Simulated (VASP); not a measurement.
A run of VASP 6.6.1:

INCAR

```
SYSTEM = CuSn4
  ALGO = Normal
  EDIFF = 1E-6
  ENCUT = 520
  GGA = PE
  ISIF = 2
  ISMEAR = 0
  LASPH = .True.
  LCHARG = .True.
  LELF = .True.
  LREAL = .False.
  LVHAR = .True.
  LWAVE = .False.
  NBANDS = 42
  NELM = 80
  PREC = Accurate
  SIGMA = 0.1
```

KPOINTS

```
k-points
0
Gamma
  4 4 4
  0 0 0
```

Contents of POSCAR:

```
CuSn4
1.0
   -3.2123266477      3.2123266477      3.2123266477
    3.2123266477     -3.2123266477      3.2123266477
    3.2123266477      3.2123266477     -3.2123266477
Cu Sn
1 4
Direct
    0.0000000000      0.0000000000      0.0000000000
    0.0000000000      0.0000000000      0.5000234980
    0.5000234980      0.0000000000      0.0000000000
    0.0000000000      0.5000234980      0.0000000000
    0.4999765020      0.4999765020      0.4999765020
```

Potentials or basis: VASP PAW PBE potentials, release 64 (Cu, Sn_d).

Command:

```bash
$ cat potpaw_PBE.64/Cu/POTCAR potpaw_PBE.64/Sn_d/POTCAR > POTCAR
$ mpirun -np 1 vasp_std > vasp.out
```

Hardware: 1 thread of AMD EPYC 7R13, with other jobs on the host.

How long does it take, and how much memory?

It took 76 s on 1 thread of AMD EPYC 7R13 (shared host), peak memory 0.23 GiB. Counts: scf iterations 16, k points 8.
